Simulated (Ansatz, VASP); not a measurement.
**Two plane-wave programs on LiH**

Contents of INCAR:

```
SYSTEM = LiH
PREC     = Accurate       ! precision mode
ENCUT    = 750            ! plane-wave cutoff, eV
EDIFF    = 1E-6           ! SCF threshold, eV
ISMEAR   = 0              ! smearing method
SIGMA    = 0.05           ! smearing width, eV
LREAL    = .False.        ! projectors in reciprocal space
LASPH    = .True.         ! aspherical terms in the spheres
NELM     = 120            ! most SCF steps
ALGO     = Normal         ! electronic algorithm
ISIF     = 2              ! what is computed and relaxed
LWAVE    = .False.        ! write WAVECAR
LCHARG   = .False.        ! write CHGCAR
GGA      = PE             ! functional
NBANDS   = 9              ! bands
GGA_COMPAT= .False.
```

File KPOINTS:

```
regular mesh
0
Gamma
  10 10 10
  0 0 0
```

File POSCAR:

```
LiH
1.0
    0.0000000000      1.9918500000      2.0325000000
    2.0325000000      0.0000000000      2.0325000000
    2.0325000000      1.9918500000      0.0000000000
Li H
1 1
Direct
    0.0000000000      0.0000000000      0.0000000000
    0.5000000000      0.5000000000      0.5000000000
```

Input for Ansatz:

```yaml
crystal:
  lattice:
    - [0.0, 1.99185, 2.0325]
    - [2.0325, 0.0, 2.0325]
    - [2.0325, 1.99185, 0.0]
  atoms:
    - { symbol: Li, position: [0.0, 0.0, 0.0] }
    - { symbol: H, position: [0.5, 0.5, 0.5] }
basis:
  ecutwfc: 420
kpoints:
  mp_grid: { grid: [10, 10, 10] }
hamiltonian:
  xc: pbe
scf:
  occupations: { method: gaussian, width: 0.05 }
output:
  forces: true
  stress: true
  eigenvalues: true
```

Change from the starting cell: strain -0.0200 x Voigt [0, 1, 0, 0, 0, 0], atoms carried along.

Alike in both runs: task single point; functional PBE; k mesh 10 × 10 × 10; occupations gaussian, width 0.05 eV; no spin polarisation.

```csv
,VASP,Ansatz
version,VASP 6.6.1,Ansatz 0.2.0
potentials or method,"VASP PAW PBE potentials, release 64 (Li_sv, H), cutoff 750 eV","scalar-relativistic, plane waves, PAW"
valence electrons in the cell,4,4
```

VASP gave:

```
gap on the k mesh at the Fermi level (eV)                     : 2.81
least direct gap on the mesh (eV)                             : 2.96
pressure (GPa)                                                : -1.0
traceless stress, the component that is largest in VASP (GPa) : 0.88
```

Which values does Ansatz return?

gap on the k mesh at the Fermi level (eV): 2.81; least direct gap on the mesh (eV): 2.96; pressure (GPa): -0.8; traceless stress, the component that is largest in VASP (GPa): 0.88.
